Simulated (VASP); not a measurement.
The system is TlBr.

```
CELL_PARAMETERS angstrom
3.99491 0.00000 0.00000
0.00000 3.99491 0.00000
0.00000 0.00000 3.99491
ATOMIC_POSITIONS crystal
Tl 0.00000 0.00000 0.00000
Br 0.50000 0.50000 0.50000
```

Base run:

* Program: VASP 6.6.1
* Functional: PBE-based screened hybrid with 35 % exact exchange
* Potentials or basis: VASP PAW PBE potentials, release 64 (Tl_d, Br)
* Cutoff: 400 eV
* k mesh: 4 × 4 × 4
* Occupations: gaussian, width 0.01 eV
* Spin: no spin polarisation

Its results: band gap on the k mesh 2.64 eV; pressure 0.5 GPa.

Task: The run is repeated on the same cell with these changes: functional from PBE-based screened hybrid with 35 % exact exchange to PBE-based screened hybrid with 10 % exact exchange; share of exact exchange from 0.35 to 0.1. What comes out?

Result: Band gap on the k mesh 2.09 eV; pressure 0.9 GPa.

Caveats: the PAW data sets were made with another functional, which shifts forces and pressure a little; spin-orbit coupling is left out, which moves the levels of the heavy elements.

A k mesh can miss the band edges.
